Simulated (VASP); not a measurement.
A run of VASP 6.6.1 is set up as follows.

Contents of INCAR:

```
PREC = Accurate
ENCUT = 520
EDIFF = 1E-7
ISMEAR = 0
SIGMA = 0.1
LREAL = False
LASPH = True
NELM = 100
ALGO = Fast
ISIF = 2
LWAVE = False
LCHARG = False
LDIPOL = True
IDIPOL = 3
DIPOL = 0.5 0.5 0.298
GGA = PE
NBANDS = 12
```

Contents of KPOINTS:

```
regular mesh
0
Gamma
  18 18 1
```

Contents of POSCAR:

```
TeP
1.0
    4.0618886201     -0.0000000032      0.0000000000
   -2.0309443073      3.5176987340      0.0000000000
    0.0000000000      0.0000000000     26.8129017600
Te P
1 1
Direct
    0.6666666667      0.3333333333      0.3201747477
    0.3333333333      0.6666666667      0.2765529076
```

Potentials or basis: VASP PAW PBE potentials, release 64 (Te, P).

Launch:

```bash
$ cat potpaw_PBE.64/Te/POTCAR potpaw_PBE.64/P/POTCAR > POTCAR
$ mpirun -np 1 vasp_std > vasp.out
```

Task: Estimate the largest force.

Result: 0.010 eV/Å.

Task: Predict the band gap on the k mesh.

Result: Zero (an odd number of electrons rules out a gap without spin polarisation).

Forces on the atoms (eV/Å):
```
Te   0.000  0.000 -0.010
P    0.000  0.000  0.010
```

Caveat: spin-orbit coupling is left out, which moves the levels of the heavy elements.
